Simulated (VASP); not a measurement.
## Si4C: single point with PBE

The system is Si4C.

```
Si C
1.0
     3.19482    0.00000    0.00000
    -1.59741    2.76679    0.00000
     0.00000    0.00000   16.11280
Si C
8 2
Direct
  0.33333 0.66667 0.80191
  0.33333 0.66667 0.00000
  0.33333 0.66667 0.19809
  0.66667 0.33333 0.64627
  0.66667 0.33333 0.89500
  0.66667 0.33333 0.10500
  0.66667 0.33333 0.35373
  0.66667 0.33333 0.50000
  0.33333 0.66667 0.68320
  0.33333 0.66667 0.31680
```

- Program: VASP 6.6.1
- Task: single point
- Functional: PBE
- Potentials or basis: VASP PAW PBE potentials, release 64 (Si, C)
- Cutoff: 520 eV
- k mesh: 12 × 12 × 4
- Occupations: gaussian, width 0.1 eV
- Spin: no spin polarisation
- Dipole correction: no
- Further INCAR settings: ALGO = Normal; EDIFF = 1e-06; NBANDS = 31

```
Pressure               : -0.1 GPa
Largest force          : 0.007 eV/Å
Band gap on the k mesh : zero (band 20 reaches 11.22 eV, above the bottom of band 21 at 6.72 eV)
```

Forces in eV/Å, atoms in the order of the input:
```
Si   0.000  0.000  0.007
Si   0.000  0.000  0.000
Si   0.000  0.000 -0.007
Si   0.000  0.000 -0.006
Si   0.000  0.000 -0.004
Si   0.000  0.000  0.004
Si   0.000  0.000  0.006
Si   0.000  0.000  0.000
C    0.000  0.000  0.003
C    0.000  0.000 -0.003
```

Levels at points of the mesh, in eV from the Fermi level:
```csv
k point,band 18,band 19,band 20,band 21,band 22,band 23
"(0.00, 0.00, 0.00)",2.19,2.53,2.53,2.54,3.12,3.52
"(0.50, 0.00, 0.00)",-2.45,-1.20,-0.95,-0.33,0.61,1.13
"(0.00, 0.00, 0.50)",1.72,2.52,2.52,2.98,3.11,3.64
"(0.50, 0.00, 0.50)",-2.32,-1.20,-1.19,-0.34,0.68,1.39
```

Run time: 3.1 min on 1 thread of Intel(R) Xeon(R) 6975P-C (Granite Rapids), with other jobs on the host, peak memory 0.35 GiB.
